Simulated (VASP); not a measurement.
# Mg (P6_3/mmc) in VASP: notebook

The runs below take Mg through single point, relaxation of cell and atoms, with PBE.

All numbers are computed with VASP 6.6.1; they aren't measurements. Logs are shortened: lines on timing, memory, paths and dates and some standing lists are left out, and cuts for length are marked.

## 1. The cell of the first run

It takes space group P6_3/mmc (No. 194, hexagonal). The conventional cell has a = 2.843 Å, b = 2.843 Å, c = 9.336 Å, α = 90.00°, β = 90.00°, γ = 120.00°. Mg (site symmetry -3m) has 12 Mg at 2.84 to 2.85 Å within 3.7 Å. Mg (site symmetry -6m2) has 12 Mg at 2.84 to 2.85 Å within 3.7 Å.

## 2. Single point, PBE

File INCAR:

```
PREC = Accurate
ENCUT = 600
EDIFF = 1E-6
ISMEAR = -1
SIGMA = 0.1
LREAL = F
LASPH = T
NELM = 120
ALGO = Normal
ISIF = 2
LWAVE = F
LCHARG = F
GGA = PE
NBANDS = 12
GGA_COMPAT = F
```

File KPOINTS:

```
Automatic mesh
0
Gamma
  10 10 6
```

File POSCAR:

```
Mg
1.0
    2.8433266724      0.0000000000      0.0000000000
   -1.4216633362      2.4623931295      0.0000000000
    0.0000000000      0.0000000000      9.3356907451
Mg
4
Direct
    0.0000000000      0.0000000000      0.0000000000
    0.0000000000      0.0000000000      0.5000000000
    0.3333333333      0.6666666667      0.2500000000
    0.6666666667      0.3333333333      0.7500000000
```

Potentials or basis: VASP PAW PBE potentials, release 64 (Mg).

Command:

```
> cat potpaw_PBE.64/Mg/POTCAR > POTCAR
> mpirun -np 1 vasp_std > vasp.out
```

OUTCAR:

```text
PREC = Accurate
   ENCUT = 600
   EDIFF = 1E-6
   ISMEAR = -1
   LREAL = F
   LASPH = T
   NELM = 120
   ISIF = 2
   GGA = PE

 ion  position               nearest neighbor table
   1  0.000  0.000  0.000-   3 2.85   4 2.85   3 2.85   4 2.85   4 2.85   3 2.85
   2  0.000  0.000  0.500-   3 2.85   4 2.85   3 2.85   4 2.85   4 2.85   3 2.85
   3  0.333  0.667  0.250-   1 2.85   2 2.85   1 2.85   2 2.85   1 2.85   2 2.85
   4  0.667  0.333  0.750-   1 2.85   2 2.85   1 2.85   2 2.85   1 2.85   2 2.85

  LATTYP: Found a hexagonal cell.
 ALAT       =     2.8433266724
 C/A-ratio  =     3.2833690324

  Lattice vectors:

 A1 = (   2.8433266724,   0.0000000000,   0.0000000000)
 A2 = (  -1.4216633362,   2.4623931295,   0.0000000000)
 A3 = (   0.0000000000,   0.0000000000,   9.3356907451)

Analysis of symmetry for initial positions (statically):
=====================================================================
 Subroutine PRICEL returns:
 Original cell was already a primitive cell.

 Routine SETGRP: Setting up the symmetry group for a
 hexagonal supercell.

 Subroutine GETGRP returns: Found 24 space group operations
 (whereof 12 operations were pure point group operations)
 out of a pool of 24 trial point group operations.

The static configuration has the point symmetry D_3d.
 The point group associated with its full space group is D_6h.

Analysis of symmetry for dynamics (positions and initial velocities):
=====================================================================
 Subroutine PRICEL returns:
 Original cell was already a primitive cell.

 Routine SETGRP: Setting up the symmetry group for a
 hexagonal supercell.

 Subroutine GETGRP returns: Found 24 space group operations
 (whereof 12 operations were pure point group operations)
 out of a pool of 24 trial point group operations.

The dynamic configuration has the point symmetry D_3d.
 The point group associated with its full space group is D_6h.

 Subroutine INISYM returns: Found 24 space group operations
 (whereof 12 operations are pure point group operations),
 and found     1 'primitive' translations

----------------------------------------------------------------------------------------

                                     Primitive cell

  volume of cell :      65.3628

  direct lattice vectors                    reciprocal lattice vectors
     2.843326672  0.000000000  0.000000000     0.351700707  0.203054498  0.000000000
    -1.421663336  2.462393130  0.000000000     0.000000000  0.406108995  0.000000000
     0.000000000  0.000000000  9.335690745     0.000000000  0.000000000  0.107115802

  length of vectors
     2.843326672  2.843326672  9.335690745     0.406108995  0.406108995  0.107115802

  position of ions in fractional coordinates (direct lattice)
     0.000000000  0.000000000  0.000000000
     0.000000000  0.000000000  0.500000000
     0.333333333  0.666666667  0.250000000
     0.666666667  0.333333333  0.750000000

  ion indices of the primitive-cell ions
   primitive index   ion index
                 1           1
                 2           2
                 3           3
                 4           4

----------------------------------------------------------------------------------------

 KPOINTS: Automatic mesh

Automatic generation of k-mesh.
 Grid dimensions read from file:
 generate k-points for:   10   10    6

 Generating k-lattice:

  Cartesian coordinates                     Fractional coordinates (reciprocal lattice)
     0.035170071  0.020305450  0.000000000     0.100000000  0.000000000  0.000000000
     0.000000000  0.040610900  0.000000000     0.000000000  0.100000000  0.000000000
     0.000000000  0.000000000  0.017852634     0.000000000  0.000000000  0.166666667

  Length of vectors
     0.040610900  0.040610900  0.017852634

  Shift w.r.t. Gamma in fractional coordinates (k-lattice)
     0.000000000  0.000000000  0.000000000

 Subroutine IBZKPT returns following result:
 ===========================================

 Found     56 irreducible k-points:

 Following reciprocal coordinates:
            Coordinates               Weight
  0.000000  0.000000  0.000000      1.000000
  0.100000  0.000000  0.000000      6.000000
  0.200000  0.000000  0.000000      6.000000
  0.300000  0.000000  0.000000      6.000000
  0.400000 -0.000000  0.000000      6.000000
  0.500000  0.000000  0.000000      3.000000
[... 16 lines left out ...]
  0.300000  0.100000  0.166667     24.000000
  0.400000  0.100000  0.166667     24.000000
 [... further k-points ...]
   k-points           NKPTS =     56   k-points in BZ     NKDIM =     56   number of bands    NBANDS=     12
   number of dos      NEDOS =    301   number of ions     NIONS =      4
   total plane-waves  NPLWV =  46080
   dimension x,y,z NGX =    24 NGY =   24 NGZ =   80
   dimension x,y,z NGXF=    48 NGYF=   48 NGZF=  160
   ions per type =               4
   NGX,Y,Z   is equivalent  to a cutoff of  14.03, 14.03, 14.25 a.u.
   NGXF,Y,Z  is equivalent  to a cutoff of  28.07, 28.07, 28.49 a.u.
 SYSTEM =  unknown system
   PREC   = accura    normal or accurate (medium, high low for compatibility)
   ISTART =      0    job   : 0-new  1-cont  2-samecut
   ICHARG =      2    charge: 1-file 2-atom 10-const
   ISPIN  =      1    spin polarized calculation?
   LNONCOLLINEAR =      F non collinear calculations
   LSORBIT =      F    spin-orbit coupling
   LASPH  =      T    aspherical Exc in radial PAW
   ENCUT  =  600.0 eV  44.10 Ry    6.64 a.u.   5.68  5.68 18.65*2*pi/ulx,y,z
   NELM   =    120;   NELMIN=  2; NELMDL= -5     # of ELM steps
   EDIFF  = 0.1E-05   stopping-criterion for ELM
   LREAL  =      F    real-space projection
   EDIFFG = 0.1E-04   stopping-criterion for IOM
   NSW    =      0    number of steps for IOM
   IBRION =     -1    ionic relax: 0-MD 1-quasi-New 2-CG
   NFREE  =      0    steps in history (QN), initial steepest desc. (CG)
   ISIF   =      2    stress and relaxation
   ISYM   =      2    0-nonsym 1-usesym 2-fastsym
   POTIM  = 0.5000    time-step for ionic-motion
   TEBEG  =    0.0;   TEEND  =   0.0 temperature during run
   PSTRESS=    0.0 pullay stress
   NELECT =       8.0000    total number of electrons
   NUPDOWN=      -1.0000    fix difference up-down
   EMIN   =  10.00;   EMAX   =-10.00  energy-range for DOS
   EFERMI =   0.00;   METHOD = LEGACY
   ISMEAR =    -1;   SIGMA  =   0.10  broadening in eV -4-tet -1-fermi 0-gaus
   EFERMI_NEDOS =   21; number of points for ismear=-14 and -15
   IALGO  =     38    algorithm
   IMIX   =      4    mixing-type and parameters
     AMIX     =   0.40;   BMIX     =  1.00
     AMIX_MAG =   1.60;   BMIX_MAG =  1.00
  volume/ion in A,a.u.               =      16.34       110.27
  Fermi-wavevector in a.u.,A,eV,Ry     =   0.812820  1.536008  8.989058  0.660677
  Thomas-Fermi vector in A             =   1.922433
   LORBIT       =      0    0 simple, 1 ext, 2 COOP (PROOUT), +10 PAW based schemes
   GGA     = PE    functional components
   LHFCALC =     F    Hartree Fock is set to
   AEXX    =    0.0000 exact exchange contribution
   IVDW    =     0    specifies the selected vdW correction
   LEPSILON=     F    determine dielectric tensor
   LRPA    =     F    only Hartree local field effects (RPA)
 non-spin polarized calculation
  energy-cutoff  :      600.00
  volume of cell :       65.36
 maximum number of plane-waves:      2210
 NGX is ok and might be reduce to    24

 number of electron       8.0000000 magnetization

 Free energy of the ion-electron system (eV)
  ---------------------------------------------------
  ext. energy  EPLUGINS =         0.00000000
  ---------------------------------------------------
  free energy    TOTEN  =        -4.51130903 eV

  energy without entropy =       -4.45541709  energy(sigma->0) =       -4.48336306

 E-fermi :   4.7606     XC(G=0):  -9.6129

 val. band max:        4.7600976689   @ k =   0.3000   0.3000   0.3333
 cond. band min:       4.7719474691   @ k =   0.3000   0.2000   0.3333
 fundamental gap:      0.0118498002
 Fermi energy:         4.7605627266

 k-point     1 :       0.0000    0.0000    0.0000
  band No.  band energies     occupation
      1      -3.8436      2.00000
      2      -2.1315      2.00000
      3      -2.1247      2.00000
      4       2.3473      2.00000
      5       3.3415      2.00000
      6      10.5983      0.00000
      7      10.6122      0.00000
      8      17.9054      0.00000
      9      17.9054      0.00000
     10      18.3700      0.00000
     11      18.3701      0.00000
     12      18.6437      0.00000

 k-point     2 :       0.1000    0.0000    0.0000
  band No.  band energies     occupation
      1      -3.5942      2.00000
      2      -1.8885      2.00000
      3      -1.8817      2.00000
      4       2.5636      2.00000
      5       3.5757      1.99999
      6      10.7515      0.00000
      7      10.7840      0.00000
      8      14.8767      0.00000
      9      15.8846      0.00000
     10      16.0028      0.00000
     11      16.6371      0.00000
     12      17.5070      0.00000

 k-point     3 :       0.2000    0.0000    0.0000
  band No.  band energies     occupation
      1      -2.8519      2.00000
      2      -1.1648      2.00000
      3      -1.1582      2.00000
      4       3.2143      2.00000
      5       4.2524      1.98765
      6      10.6254      0.00000
      7      11.0894      0.00000
      8      11.8252      0.00000
      9      12.6428      0.00000
     10      12.8041      0.00000
     11      15.3575      0.00000
     12      15.3751      0.00000
[... 286 lines left out ...]
 k-point    23 :       0.3000    0.1000    0.1667
  band No.  band energies     occupation
      1      -0.6281      2.00000
      2       0.4646      2.00000
      3       1.5346      2.00000
      4       4.5237      1.82879
      5       5.9622      0.00001
      6       7.1083      0.00000
      7       7.6649      0.00000
      8       8.3788      0.00000
      9      10.4623      0.00000
     10      11.2022      0.00000
     11      12.0352      0.00000
     12      12.9141      0.00000

 k-point    24 :       0.4000    0.1000    0.1667
  band No.  band energies     occupation
      1       1.2374      2.00000
      2       2.2683      2.00000
      3       3.1699      2.00000
      4       3.6183      1.99998
      5       4.7976      0.81691
      6       5.7047      0.00016
      7       6.4951      0.00000
      8       8.5074      0.00000
      9       8.6733      0.00000
     10      10.0420      0.00000
     11      11.6577      0.00000
     12      12.3098      0.00000

 [... further k-points ...]
[... 5 lines left out ...]
  --------------------------------------------------------------------------------------
  -------------------------------------------------------------------------------------
  Total        9.8261331      9.8261331      9.8274154      0.0000000      0.0000000      0.0000000
  in kB      240.8588548    240.8588548    240.8902872      0.0000000      0.0000000      0.0000000
  external PRESSURE =     240.8693323 kB  Pullay stress =       0.0000000 kB

 VOLUME and BASIS-vectors are now :
 -----------------------------------------------------------------------------
  energy-cutoff  :      600.00
  volume of cell :       65.36
      direct lattice vectors                 reciprocal lattice vectors
     2.843326672  0.000000000  0.000000000     0.351700707  0.203054498  0.000000000
    -1.421663336  2.462393130  0.000000000     0.000000000  0.406108995  0.000000000
     0.000000000  0.000000000  9.335690745     0.000000000  0.000000000  0.107115802

 POSITION                                       TOTAL-FORCE (eV/Angst)
 -----------------------------------------------------------------------------------
      0.00000      0.00000      0.00000        -0.000000      0.000000     -0.000000
      0.00000      0.00000      4.66785        -0.000000      0.000000     -0.000000
     -0.00000      1.64160      2.33392         0.000000     -0.000000      0.000000
      1.42166      0.82080      7.00177        -0.000000      0.000000      0.000000
 -----------------------------------------------------------------------------------
    total drift:                                0.000000     -0.000000      0.000000

  FREE ENERGIE OF THE ION-ELECTRON SYSTEM (eV)
  ---------------------------------------------------
  free  energy   TOTEN  =        -4.5113090264 eV

  energy  without entropy=       -4.4554170867  energy(sigma->0) =       -4.48336306
```

Wall time 15 s (1 thread of Intel Xeon 6975P-C (Granite Rapids), shared host); peak memory 0.22 GiB.

What came out:

| Quantity | Value |
| --- | --- |
| Free energy | -4.5113 eV |
| Pressure | 24.1 GPa |
| Band gap on the k mesh | zero (bands 4 and 5 overlap by 1.84 eV) |

Caveat: the cell stands under pressure.

## 3. Single point, PBE

File INCAR:

```
SYSTEM = Mg
ALGO = Normal
EDIFF = 1E-6
ENCUT = 600
GGA = PE
GGA_COMPAT = .FALSE.
ISIF = 2
ISMEAR = -1
LASPH = .TRUE.
LCHARG = .FALSE.
LREAL = .FALSE.
LWAVE = .FALSE.
NBANDS = 12
NELM = 120
PREC = Accurate
SIGMA = 0.1
```

File KPOINTS:

```
k-points
0
G
  10 10 6
  0 0 0
```

POSCAR is that of step 2.

Potentials or basis: VASP PAW PBE potentials, release 64 (Mg).

Command:

```
> cat potpaw_PBE.64/Mg/POTCAR > POTCAR
> mpirun -np 1 vasp_std > vasp.out
```

Wall time 18 s (1 thread of Intel Xeon 6975P-C (Granite Rapids), shared host); peak memory 0.22 GiB.

Results (log left out):

```yaml
Free_energy: -4.5113 eV
Pressure: 24.1 GPa
Band_gap_on_the_k_mesh: zero (bands 4 and 5 overlap by 1.84 eV)
```

Levels at points of the mesh, in eV from the Fermi level:
```tsv
k point	band 2	band 3	band 4	band 5	band 6	band 7
(0.00, 0.00, 0.00)	-6.89	-6.89	-2.41	-1.42	5.84	5.85
(0.50, 0.00, 0.00)	-2.59	-1.54	-1.32	-0.60	-0.43	3.02
(0.00, 0.00, 0.50)	-8.17	-4.81	-4.81	1.67	1.67	10.54
(0.50, 0.00, 0.50)	-2.46	-2.06	-2.06	0.80	0.80	1.25
```

Caveat: the cell stands under pressure.

## 4. Relaxation of cell and atoms, PBE, target pressure 24 GPa, at which the enthalpy is minimised

This run uses another cell than the first one: it holds 2 atoms, not 4.

File INCAR:

```
SYSTEM = Mg
  PREC = Accurate
  ENCUT = 600
  EDIFF = 1E-7
  ISMEAR = -1
  SIGMA = 0.1
  LREAL = .FALSE.
  LASPH = .TRUE.
  NELM = 120
  ALGO = Normal
  ISIF = 3
  LWAVE = .FALSE.
  LCHARG = .FALSE.
  GGA = PE
  IBRION = 2
  NSW = 32
  EDIFFG = -0.005
  PSTRESS = 240.0
  GGA_COMPAT = .FALSE.
  NELMIN = 4
```

File KPOINTS:

```
regular mesh
0
G
  15 15 9
  0 0 0
```

File POSCAR:

```
Mg
1.0
    2.8614171781      0.0000000000      0.0000000000
   -1.4307085891      2.4780599671      0.0000000000
    0.0000000000      0.0000000000      4.6038869577
Mg
2
Direct
    0.3333333333      0.6666666667      0.2500000000
    0.6666666667      0.3333333333      0.7500000000
```

Potentials or basis: VASP PAW PBE potentials, release 64 (Mg).

Command:

```
> cat potpaw_PBE.64/Mg/POTCAR > POTCAR
> mpirun -np 1 vasp_std > vasp.out
```

OUTCAR:

```text
SYSTEM = Mg
   PREC = Accurate
   ENCUT = 600
   EDIFF = 1E-7
   ISMEAR = -1
   LREAL = .FALSE.
   LASPH = .TRUE.
   NELM = 120
   ISIF = 3
   GGA = PE
   IBRION = 2
   NSW = 32
   EDIFFG = -0.005
   PSTRESS = 240.0
   NELMIN = 4

 ion  position               nearest neighbor table
   1  0.333  0.667  0.250-   2 2.83   2 2.83   2 2.83   2 2.83   2 2.83   2 2.83
   2  0.667  0.333  0.750-   1 2.83   1 2.83   1 2.83   1 2.83   1 2.83   1 2.83

  LATTYP: Found a hexagonal cell.
 ALAT       =     2.8614171781
 C/A-ratio  =     1.6089534210

  Lattice vectors:

 A1 = (   2.8614171781,   0.0000000000,   0.0000000000)
 A2 = (  -1.4307085891,   2.4780599671,   0.0000000000)
 A3 = (   0.0000000000,   0.0000000000,   4.6038869577)

Analysis of symmetry for initial positions (statically):
=====================================================================
[... 255 lines left out ...]
  ext. energy  EPLUGINS =         0.00000000
  ---------------------------------------------------
  free energy    TOTEN  =        -2.28442342 eV

  energy without entropy =       -2.26567764  energy(sigma->0) =       -2.27505053

 E-fermi :   4.6798     XC(G=0):  -9.6139

 val. band max:        4.6516313740   @ k =   0.3333   0.1333   0.0000
 cond. band min:       4.7129630734   @ k =   0.1333   0.1333   0.0000
 fundamental gap:      0.0613316994
 Fermi energy:         4.6798169253

 k-point     1 :       0.0000    0.0000    0.0000
  band No.  band energies     occupation
      1      -3.8420      2.00000
      2       2.4971      2.00000
      3       3.5480      1.99998
      4      17.6154      0.00000
      5      17.6154      0.00000
      6      18.4824      0.00000
[... 199 lines left out ...]
 k-point    24 :       0.4000    0.2000    0.0000
  band No.  band energies     occupation
      1       2.5442      2.00000
      2       2.8831      2.00000
      3       6.7899      0.00000
      4       8.5179      0.00000
      5       8.5843      0.00000
      6       9.6742      0.00000

 [... further k-points ...]
[... 5 lines left out ...]
  --------------------------------------------------------------------------------------
  -------------------------------------------------------------------------------------
  Total        4.8934683      4.8934683      4.8949841     -0.0000000     -0.0000000      0.0000000
  in kB      240.0281265    240.0281265    240.1024823     -0.0000000     -0.0000000      0.0000000
  external PRESSURE =       0.0529118 kB  Pullay stress =     240.0000000 kB
[... 21 lines left out ...]
  energy  without entropy=       -2.2656776414  energy(sigma->0) =       -2.27505053

  enthalpy is  TOTEN    =         2.6084714137 eV   P V=        4.8928948360

 reached required accuracy - stopping structural energy minimisation
```

It took 15 s on 1 thread of Intel Xeon 6975P-C (Granite Rapids), shared host; peak memory 0.18 GiB.

What came out:

| Item | Value |
| --- | --- |
| Free energy | -2.2844 eV |
| Relaxed volume | 16.33 Å³/atom |
| Relaxed cell | a = 2.862 Å, b = 2.862 Å, c = 4.605 Å, α = 90.00°, β = 90.00°, γ = 120.00° |
| Space group after relaxing (to 0.1 Å) | P6_3/mmc (No. 194) |
| Energy change on relaxing (the run minimises the enthalpy) | -1.4 meV/atom |
| Ionic steps | 3 |
| Pressure after relaxing | 24.0 GPa |
| Band gap on the k mesh | zero (bands 2 and 3 overlap by 2.10 eV) |

The path:
```tsv
step	energy change (eV)	largest force (eV/Å)	pressure (GPa)	volume (Å³)
1	0.0000	0.0000	24.07	32.65
2	-0.0052	0.0000	23.95	32.68
3	-0.0028	0.0000	24.01	32.66
```

Final structure:
```xyz
2
Lattice="2.8619 0.0000 0.0000 -1.4310 2.4785 0.0000 0.0000 0.0000 4.6049" Properties=species:S:1:pos:R:3 pbc="T T T"
Mg    0.0000    1.6523    1.1512
Mg    1.4310    0.8262    3.4536
```

Levels at points of the mesh, in eV from the Fermi level:
| k point | band 1 | band 2 | band 3 | band 4 | band 5 | band 6 |
| --- | --- | --- | --- | --- | --- | --- |
| (0.00, 0.00, 0.00) | -8.52 | -2.18 | -1.13 | 12.94 | 12.94 | 13.80 |

Caveat: the cell is relaxed towards a set pressure, so the run minimises the enthalpy, not the energy.

(Continued in part 2 of 2.)
